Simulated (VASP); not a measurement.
# Ru (P6_3/mmc) in VASP: notebook

The runs below take Ru through relaxation of cell and atoms, single point, with LDA.

Program: VASP 6.6.1. These are calculated values, not measurements. Logs are shortened: lines on timing, memory, paths and dates and some standing lists are left out, and cuts for length are marked.

**1. The cell of the first run**

It takes space group P6_3/mmc (No. 194, hexagonal). Conventional cell: a = 2.652 Å, b = 2.652 Å, c = 4.297 Å, α = 90.00°, β = 90.00°, γ = 120.00°. Within 3.5 Å of Ru (site symmetry -6m2) lie 12 Ru at 2.64 to 2.65 Å.

**2. Relaxation of cell and atoms, LDA**

Input file INCAR:

```
SYSTEM = Ru
  PREC = Accurate
  ENCUT = 500
  EDIFF = 1E-7
  ISMEAR = -1
  SIGMA = 0.08
  LREAL = .False.
  LASPH = .True.
  NELM = 120
  ALGO = Normal
  ISIF = 3
  LWAVE = .False.
  LCHARG = .False.
  IBRION = 2
  NSW = 60
  EDIFFG = -0.005
  GGA_COMPAT = .False.
  NELMIN = 4
```

Input file KPOINTS:

```
Automatic mesh
0
Gamma
  18 18 10
  0 0 0
```

Input file POSCAR:

```
Ru
1.0
    2.6522790320      0.0000000000      0.0000000000
   -1.3261395160      2.2969410196      0.0000000000
    0.0000000000      0.0000000000      4.2966920318
Ru
2
Direct
    0.3333333333      0.6666666667      0.2500000000
    0.6666666667      0.3333333333      0.7500000000
```

Potentials or basis: VASP PAW LDA potentials, release 64 (Ru_pv).

Launch:

```sh
$ cat potpaw_LDA.64/Ru_pv/POTCAR > POTCAR
$ mpirun -np 1 vasp_std > vasp.out
```

OUTCAR:

```text
SYSTEM = Ru
   PREC = Accurate
   ENCUT = 500
   EDIFF = 1E-7
   ISMEAR = -1
   LREAL = .False.
   LASPH = .True.
   NELM = 120
   ISIF = 3
   IBRION = 2
   NSW = 60
   EDIFFG = -0.005
   NELMIN = 4

 ion  position               nearest neighbor table
   1  0.333  0.667  0.250-   2 2.64   2 2.64   2 2.64   2 2.64   2 2.64   2 2.64
   2  0.667  0.333  0.750-   1 2.64   1 2.64   1 2.64   1 2.64   1 2.64   1 2.64

  LATTYP: Found a hexagonal cell.
 ALAT       =     2.6522790320
 C/A-ratio  =     1.6200000000

  Lattice vectors:

 A1 = (   2.6522790320,   0.0000000000,   0.0000000000)
 A2 = (  -1.3261395160,   2.2969410196,   0.0000000000)
 A3 = (   0.0000000000,   0.0000000000,   4.2966920318)

Analysis of symmetry for initial positions (statically):
=====================================================================
 Subroutine PRICEL returns:
 Original cell was already a primitive cell.

 Routine SETGRP: Setting up the symmetry group for a
 hexagonal supercell.

 Subroutine GETGRP returns: Found 24 space group operations
 (whereof 12 operations were pure point group operations)
 out of a pool of 24 trial point group operations.

The static configuration has the point symmetry D_3d.
 The point group associated with its full space group is D_6h.

Analysis of symmetry for dynamics (positions and initial velocities):
=====================================================================
 Subroutine PRICEL returns:
 Original cell was already a primitive cell.

 Routine SETGRP: Setting up the symmetry group for a
 hexagonal supercell.

 Subroutine GETGRP returns: Found 24 space group operations
 (whereof 12 operations were pure point group operations)
 out of a pool of 24 trial point group operations.

The dynamic configuration has the point symmetry D_3d.
 The point group associated with its full space group is D_6h.

 Subroutine INISYM returns: Found 24 space group operations
 (whereof 12 operations are pure point group operations),
 and found     1 'primitive' translations

----------------------------------------------------------------------------------------

                                     Primitive cell

  volume of cell :      26.1760

  direct lattice vectors                    reciprocal lattice vectors
     2.652279032  0.000000000  0.000000000     0.377034237  0.217680818  0.000000000
    -1.326139516  2.296941020  0.000000000     0.000000000  0.435361636  0.000000000
     0.000000000  0.000000000  4.296692032     0.000000000  0.000000000  0.232737183

  length of vectors
     2.652279032  2.652279032  4.296692032     0.435361636  0.435361636  0.232737183

  position of ions in fractional coordinates (direct lattice)
     0.333333333  0.666666667  0.250000000
     0.666666667  0.333333333  0.750000000

  ion indices of the primitive-cell ions
   primitive index   ion index
                 1           1
                 2           2

----------------------------------------------------------------------------------------

 KPOINTS: Automatic mesh

Automatic generation of k-mesh.
 Grid dimensions read from file:
 generate k-points for:   18   18   10

 Generating k-lattice:

  Cartesian coordinates                     Fractional coordinates (reciprocal lattice)
     0.020946346  0.012093379  0.000000000     0.055555556  0.000000000  0.000000000
     0.000000000  0.024186758  0.000000000     0.000000000  0.055555556  0.000000000
     0.000000000  0.000000000  0.023273718     0.000000000  0.000000000  0.100000000

  Length of vectors
     0.024186758  0.024186758  0.023273718

  Shift w.r.t. Gamma in fractional coordinates (k-lattice)
     0.000000000  0.000000000  0.000000000

 Subroutine IBZKPT returns following result:
 ===========================================

 Found    222 irreducible k-points:

 Following reciprocal coordinates:
            Coordinates               Weight
  0.000000  0.000000  0.000000      1.000000
  0.055556 -0.000000  0.000000      6.000000
  0.111111 -0.000000  0.000000      6.000000
  0.166667 -0.000000  0.000000      6.000000
  0.222222 -0.000000  0.000000      6.000000
  0.277778  0.000000  0.000000      6.000000
[... 16 lines left out ...]
  0.333333  0.111111  0.000000     12.000000
  0.388889  0.111111  0.000000     12.000000
 [... further k-points ...]
   k-points           NKPTS =    222   k-points in BZ     NKDIM =    222   number of bands    NBANDS=     18
   number of dos      NEDOS =    301   number of ions     NIONS =      2
   total plane-waves  NPLWV =  12800
   dimension x,y,z NGX =    20 NGY =   20 NGZ =   32
   dimension x,y,z NGXF=    40 NGYF=   40 NGZF=   64
   ions per type =               2
   NGX,Y,Z   is equivalent  to a cutoff of  12.54, 12.54, 12.38 a.u.
   NGXF,Y,Z  is equivalent  to a cutoff of  25.07, 25.07, 24.76 a.u.
 SYSTEM =  Ru
   PREC   = accura    normal or accurate (medium, high low for compatibility)
   ISTART =      0    job   : 0-new  1-cont  2-samecut
   ICHARG =      2    charge: 1-file 2-atom 10-const
   ISPIN  =      1    spin polarized calculation?
   LNONCOLLINEAR =      F non collinear calculations
   LSORBIT =      F    spin-orbit coupling
   LASPH  =      T    aspherical Exc in radial PAW
   ENCUT  =  500.0 eV  36.75 Ry    6.06 a.u.   4.84  4.84  7.83*2*pi/ulx,y,z
   NELM   =    120;   NELMIN=  4; NELMDL= -5     # of ELM steps
   EDIFF  = 0.1E-06   stopping-criterion for ELM
   LREAL  =      F    real-space projection
   EDIFFG = -.5E-02   stopping-criterion for IOM
   NSW    =     60    number of steps for IOM
   IBRION =      2    ionic relax: 0-MD 1-quasi-New 2-CG
   NFREE  =      1    steps in history (QN), initial steepest desc. (CG)
   ISIF   =      3    stress and relaxation
   ISYM   =      2    0-nonsym 1-usesym 2-fastsym
   POTIM  = 0.5000    time-step for ionic-motion
   TEBEG  =    0.0;   TEEND  =   0.0 temperature during run
   PSTRESS=    0.0 pullay stress
   NELECT =      28.0000    total number of electrons
   NUPDOWN=      -1.0000    fix difference up-down
   EMIN   =  10.00;   EMAX   =-10.00  energy-range for DOS
   EFERMI =   0.00;   METHOD = LEGACY
   ISMEAR =    -1;   SIGMA  =   0.08  broadening in eV -4-tet -1-fermi 0-gaus
   EFERMI_NEDOS =   21; number of points for ismear=-14 and -15
   IALGO  =     38    algorithm
   IMIX   =      4    mixing-type and parameters
     AMIX     =   0.40;   BMIX     =  1.00
     AMIX_MAG =   1.60;   BMIX_MAG =  1.00
  volume/ion in A,a.u.               =      13.09        88.32
  Fermi-wavevector in a.u.,A,eV,Ry     =   1.674274  3.163918 38.139741  2.803192
  Thomas-Fermi vector in A             =   2.759098
   LORBIT       =      0    0 simple, 1 ext, 2 COOP (PROOUT), +10 PAW based schemes
   GGA     = CA    functional components
   LHFCALC =     F    Hartree Fock is set to
   AEXX    =    0.0000 exact exchange contribution
   IVDW    =     0    specifies the selected vdW correction
   LEPSILON=     F    determine dielectric tensor
   LRPA    =     F    only Hartree local field effects (RPA)
 conjugate gradient relaxation of ions
 non-spin polarized calculation
  energy-cutoff  :      500.00
  volume of cell :       26.18
 maximum number of plane-waves:       687
 NGX is ok and might be reduce to    20
   NGX =  9   NGY =  9   NGZ = 15

--------------------------------------- Ionic step        1  -------------------------------------------

 number of electron      27.9999999 magnetization

 Free energy of the ion-electron system (eV)
  ---------------------------------------------------
  ext. energy  EPLUGINS =         0.00000000
  ---------------------------------------------------
  free energy    TOTEN  =       -21.38966677 eV

  energy without entropy =      -21.35783306  energy(sigma->0) =      -21.37374991

------------------------ aborting loop because EDIFF is reached ----------------------------------------

  FORCE on cell =-STRESS in cart. coord.  units (eV):
  Direction    XX          YY          ZZ          XY          YZ          ZX
  --------------------------------------------------------------------------------------
  -------------------------------------------------------------------------------------
  Total        0.8361781      0.8361781     -1.2272838     -0.0000000      0.0000000      0.0000000
  in kB       51.1806866     51.1806866    -75.1194301     -0.0000000      0.0000000      0.0000000
  external PRESSURE =       9.0806477 kB  Pullay stress =       0.0000000 kB
[... 129 lines left out ...]
  energy  without entropy=      -21.3723750883  energy(sigma->0) =      -21.38895038

--------------------------------------- Ionic step        5  -------------------------------------------

 number of electron      27.9999992 magnetization

 Free energy of the ion-electron system (eV)
  ---------------------------------------------------
  ext. energy  EPLUGINS =         0.00000000
  ---------------------------------------------------
  free energy    TOTEN  =       -21.40684170 eV

  energy without entropy =      -21.37341314  energy(sigma->0) =      -21.39012742

 E-fermi :  13.3314     XC(G=0): -14.5889

 val. band max:       13.3180090005   @ k =   0.1667   0.1111   0.3000
 cond. band min:      13.3364244623   @ k =   0.4444   0.1111   0.5000
 fundamental gap:      0.0184154618
 Fermi energy:        13.3313961466

 k-point     1 :       0.0000    0.0000    0.0000
  band No.  band energies     occupation
      1     -30.2716      2.00000
      2     -29.2091      2.00000
      3     -29.2091      2.00000
      4     -29.0157      2.00000
      5     -29.0157      2.00000
      6     -28.9683      2.00000
[... 10 lines left out ...]
     17      14.5846      0.00000
     18      14.6797      0.00000
[... 466 lines left out ...]
      2     -29.7952      2.00000
      3     -29.7254      2.00000
      4     -29.5136      2.00000
      5     -29.2993      2.00000
      6     -29.2107      2.00000
[... 10 lines left out ...]
     17      17.2665      0.00000
     18      21.0057      0.00000

 [... further k-points ...]
[... 5 lines left out ...]
  --------------------------------------------------------------------------------------
  -------------------------------------------------------------------------------------
  Total       -0.0037794     -0.0037794      0.0011860     -0.0000000      0.0000000      0.0000000
  in kB       -0.2306670     -0.2306670      0.0723837     -0.0000000      0.0000000      0.0000000
  external PRESSURE =      -0.1296501 kB  Pullay stress =       0.0000000 kB
[... 17 lines left out ...]
  FREE ENERGIE OF THE ION-ELECTRON SYSTEM (eV)
  ---------------------------------------------------
  free  energy   TOTEN  =       -21.4068416969 eV

  energy  without entropy=      -21.3734131412  energy(sigma->0) =      -21.39012742

 reached required accuracy - stopping structural energy minimisation
```

It took 4.1 min on 1 thread of Oxide Virtual Turin-like, shared host; peak memory 0.17 GiB.

Results:

```
Free energy                           : -21.4068 eV
Relaxed volume                        : 13.13 Å³/atom
Relaxed cell                          : a = 2.677 Å, b = 2.677 Å, c = 4.230 Å, α = 90.00°, β = 90.00°, γ = 120.00°
Space group after relaxing (to 0.1 Å) : P6_3/mmc (No. 194)
Energy gained by relaxing             : 8.6 meV/atom
Ionic steps                           : 5
Pressure after relaxing               : 0.0 GPa
Band gap on the k mesh                : zero (bands 14 and 15 overlap by 3.31 eV)
```

The path:
| step | energy change (eV) | largest force (eV/Å) | pressure (GPa) | volume (Å³) |
| --- | --- | --- | --- | --- |
| 1 | 0.0000 | 0.0000 | 0.91 | 26.18 |
| 2 | 0.0006 | 0.0000 | -1.90 | 26.44 |
| 3 | -0.0170 | 0.0000 | -0.83 | 26.31 |
| 4 | -0.0159 | 0.0000 | 2.40 | 26.08 |
| 5 | -0.0172 | 0.0000 | -0.01 | 26.25 |

Final structure:
```
CELL_PARAMETERS angstrom
2.67701 0.00000 0.00000
-1.33850 2.31836 0.00000
0.00000 0.00000 4.22980
ATOMIC_POSITIONS crystal
Ru 0.33333 0.66667 0.25000
Ru 0.66667 0.33333 0.75000
```

Levels at points of the mesh, in eV from the Fermi level:
| k point | band 10 | band 11 | band 12 | band 13 | band 14 | band 15 | band 16 | band 17 | band 18 |
| --- | --- | --- | --- | --- | --- | --- | --- | --- | --- |
| (0.00, 0.00, 0.00) | -2.76 | -2.55 | -2.03 | -2.03 | -1.48 | -1.48 | 1.25 | 1.25 | 1.35 |
| (0.50, 0.00, 0.00) | -3.20 | -2.17 | -1.86 | -1.60 | 1.51 | 1.96 | 2.06 | 4.27 | 6.36 |
| (0.00, 0.00, 0.50) | -2.93 | -2.93 | -2.93 | -2.83 | -2.83 | 0.58 | 0.58 | 0.58 | 0.58 |
| (0.50, 0.00, 0.50) | -4.78 | -1.13 | -1.13 | 0.47 | 0.47 | 1.79 | 1.79 | 3.53 | 3.53 |

**3. Single point, LDA, collinear spin, antiferromagnetic start**

This run uses another cell than the first one, of 12.04 Å³/atom.

Input file INCAR:

```
PREC = Accurate
ENCUT = 500
EDIFF = 1E-6
ISMEAR = -1
SIGMA = 0.08
LREAL = False
LASPH = True
NELM = 200
ALGO = Normal
ISIF = 2
LWAVE = False
LCHARG = True
ISPIN = 2
MAGMOM = -0.5 0.5
LORBIT = 11
LMAXMIX = 4
LELF = True
LVHAR = True
NBANDS = 25
GGA_COMPAT = False
```

Input file KPOINTS:

```
Automatic mesh
0
Gamma
  18 18 10
```

Input file POSCAR:

```
Ru
1.0
    2.5981621373      0.0000000000      0.0000000000
   -1.2990810687      2.2500744141      0.0000000000
    0.0000000000      0.0000000000      4.1195785510
Ru
2
Direct
    0.3333333333      0.6666666667      0.2500000000
    0.6666666667      0.3333333333      0.7500000000
```

Potentials or basis: VASP PAW LDA potentials, release 64 (Ru_pv).

Launch:

```sh
$ cat potpaw_LDA.64/Ru_pv/POTCAR > POTCAR
$ mpirun -np 1 vasp_std > vasp.out
```

Run time: 3.8 min. Hardware: 1 thread of Oxide Virtual Turin-like, shared host; peak memory 0.23 GiB.

The run converged. Its results:

- Free energy: -21.1641 eV
- Pressure: 38.4 GPa
- Band gap on the k mesh: zero (filled and empty bands overlap)
- Net moment: 0.00 μB per cell
- Valence electrons inside the program's atomic spheres: Ru 12.96

Stress tensor (GPa, compression positive):
```
38.29  0.00  0.00
 0.00 38.29  0.00
 0.00  0.00 38.48
```

Levels at points of the mesh, in eV from the Fermi level:
Spin up:
```
           k point  band 11  band 12  band 13  band 14  band 15  band 16  band 17  band 18
(0.00, 0.00, 0.00)    -2.94    -2.31    -2.31    -1.65    -1.65     1.42     1.42     1.46
(0.50, 0.00, 0.00)    -2.44    -1.97    -1.80     1.78     2.29     2.36     4.82     7.08
(0.00, 0.00, 0.50)    -3.32    -3.32    -3.12    -3.12     0.68     0.68     0.68     0.68
(0.50, 0.00, 0.50)    -1.27    -1.27     0.56     0.56     2.09     2.09     3.93     3.93
```
Spin down:
```tsv
k point	band 11	band 12	band 13	band 14	band 15	band 16	band 17	band 18
(0.00, 0.00, 0.00)	-2.94	-2.31	-2.31	-1.65	-1.65	1.42	1.42	1.46
(0.50, 0.00, 0.00)	-2.44	-1.97	-1.80	1.78	2.29	2.36	4.82	7.08
(0.00, 0.00, 0.50)	-3.32	-3.32	-3.12	-3.12	0.68	0.68	0.68	0.68
(0.50, 0.00, 0.50)	-1.27	-1.27	0.56	0.56	2.09	2.09	3.93	3.93
```

Caveat: the cell stands under pressure; an empty level that is flat over the whole mesh can mark a ghost state of the potentials, or a narrow d or f band.

The gap in the log of VASP goes by the Fermi energy; the results here count the filled bands.